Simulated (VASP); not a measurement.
Write the native input for VASP 6.6.1 that does the following.

```yaml
Task: single point
Functional: PBEsol
Potentials_or_basis: VASP PAW PBE potentials, release 64 (Cl)
Cutoff: 500 eV
k_mesh: 9 × 9 × 4
Occupations: gaussian, width 0.02 eV
Spin: no spin polarisation
Dipole_correction: no
Further_INCAR_settings: ALGO = Normal; EDIFF = 1e-06; NBANDS = 22
```

The structure of Cl lies in POSCAR:

```
Cl
1.0
    4.0211986744      0.0000000000      0.0000000000
   -2.0105993372      3.4824602057      0.0000000000
    0.0000000000      0.0000000000      8.8082955640
Cl
4
Direct
    0.3333333333      0.6666666667      0.3637534103
    0.6666666667      0.3333333333      0.8637534103
    0.6666666667      0.3333333333      0.6362465897
    0.3333333333      0.6666666667      0.1362465897
```

These files were run (other wordings do the same):

INCAR

```
SYSTEM = Cl
  PREC = Accurate
  ENCUT = 500
  EDIFF = 1E-6
  ISMEAR = 0
  SIGMA = 0.02
  LREAL = .False.
  LASPH = .True.
  NELM = 120
  ALGO = Normal
  ISIF = 2
  LWAVE = .False.
  LCHARG = .False.
  GGA = PS
  NBANDS = 22
  GGA_COMPAT = .False.
```

KPOINTS

```
regular mesh
0
Gamma
  9 9 4
  0 0 0
```

Potentials or basis: VASP PAW PBE potentials, release 64 (Cl).

Launch:

```bash
$ cat potpaw_PBE.64/Cl/POTCAR > POTCAR
$ mpirun -np 1 vasp_std > vasp.out
```

Results of the run:

| Item | Value |
| --- | --- |
| Pressure | -0.3 GPa |
| Largest force | 0.162 eV/Å |
| Band gap on the k mesh | 1.63 eV (least direct gap 1.65 eV) |

Caveat: this functional lacks dispersion, which holds the molecules together, so the pressure and a relaxed volume are unreliable; the PAW data sets were made with another functional, which shifts forces and pressure a little; an odd mesh through Γ misses points on the zone boundary, where band edges can lie.

Wall time 2.3 min on 1 thread of AMD EPYC 7R13, on a shared host, peak memory 0.21 GiB.
